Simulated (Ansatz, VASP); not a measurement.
## One calculation of Ba, two programs

```
CELL_PARAMETERS angstrom
4.35177 0.00000 0.00000
0.00000 7.10642 0.00000
0.00000 0.00000 24.10290
ATOMIC_POSITIONS crystal
Ba 0.92156 0.00000 0.41636
Ba 0.50000 0.50000 0.50000
Ba 0.07844 0.00000 0.58364
```

Alike in both runs: functional PBE; k mesh 9 × 5 × 1; occupations fermi-dirac, width 0.05 eV; no spin polarisation.

Ansatz relaxed the structure, and its values are those at the end. VASP's run is a single point on that final structure, the one shown.

|  | VASP | Ansatz |
| --- | --- | --- |
| version | VASP 6.6.1 | Ansatz 0.2.0 |
| potentials or method | VASP PAW PBE potentials, release 64 (Ba_sv), cutoff 520 eV | all-electron LAPW, scalar-relativistic |

Ansatz gave:

```
rms of the force components (eV/Å) : 0.001
```

Problem. What did VASP give for the same quantities?

Solution. rms of the force components (eV/Å): 0.005.

Ansatz ran all-electron here, and VASP with PAW potentials.

Neither program's run includes spin-orbit coupling.
